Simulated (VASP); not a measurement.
Runs of VASP 6.6.1 on Mg2Sn. It takes space group Fm-3m (No. 225, cubic). The conventional cell has a = 6.760 Å, b = 6.760 Å, c = 6.760 Å, α = 90.00°, β = 90.00°, γ = 90.00°. Within 3.9 Å of Sn (site symmetry m-3m) lie 8 Mg at 2.93 Å. Mg (site symmetry -43m) has 4 Sn at 2.93 Å and 6 Mg at 3.38 Å within 3.9 Å. 

```csv
level,spin,k mesh,smearing,gap on the mesh (eV),pressure (GPa)
PBEsol+D3(BJ),off,4 × 4 × 4,fermi-dirac 0.02 eV,none,-2.0
PBEsol,off,4 × 4 × 4,methfessel-paxton 0.5 eV,none,-0.6
PBEsol,off,4 × 4 × 4,methfessel-paxton 0.2 eV,none,-0.2
PBEsol,off,4 × 4 × 4,methfessel-paxton 0.05 eV,none,-0.2
PBEsol,"collinear, zero start",4 × 4 × 4,fermi-dirac 0.02 eV,none,-0.2
PBEsol,off,4 × 4 × 4,fermi-dirac 0.02 eV,none,(a)
PBEsol,off,5 × 5 × 5,fermi-dirac 0.02 eV,none,-0.3
PBEsol,off,4 × 4 × 4,fermi-dirac 0.2 eV,none,-0.3
```

Alike in all rows: task single point; potentials or basis VASP PAW PBE potentials, release 64 (Sn_d, Mg); cell as given; cutoff (eV) 600.

Q: Fill in the values left out.

A: (a) -0.1.

Caveats: some runs use coarse meshes; the structure was generated, so it needn't be the stable form of Mg2Sn; the PAW data sets were made with another functional, which shifts forces and pressure a little; spin-orbit coupling is left out, which moves the levels of the heavy elements; so wide a smearing shifts energies and pressures (at least some runs).

A k mesh can miss the band edges, and the runs leave out spin-orbit coupling on Sn.

A gap of «none» marks levels without a gap at the run's occupations.
